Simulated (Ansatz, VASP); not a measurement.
## RbCl: VASP beside Ansatz

```
Rb Cl
1.0
     0.00000    3.34912    3.34912
     3.34912    0.00000    3.34912
     3.34912    3.34912    0.00000
Rb Cl
1 1
Direct
  0.00000 0.00000 0.00000
  0.50000 0.50000 0.50000
```

Alike in both runs: functional PBE; k mesh 8 × 8 × 8; occupations fermi-dirac, width 0.02 eV; no spin polarisation.

Ansatz relaxed the structure, and its values are those at the end. VASP's run is a single point on that final structure, the one shown.

|  | VASP | Ansatz |
| --- | --- | --- |
| version | VASP 6.6.1 | Ansatz 0.2.0 |
| potentials or method | VASP PAW PBE potentials, release 64 (Rb_sv, Cl), cutoff 500 eV | PAW plane waves |
| valence electrons in the cell | 16 | 16 |

```csv
,VASP,Ansatz,Ansatz less VASP
gap on the k mesh at the Fermi level (eV),4.83,4.84,+0.003
pressure (GPa),0.0,0.0,+0.01
```
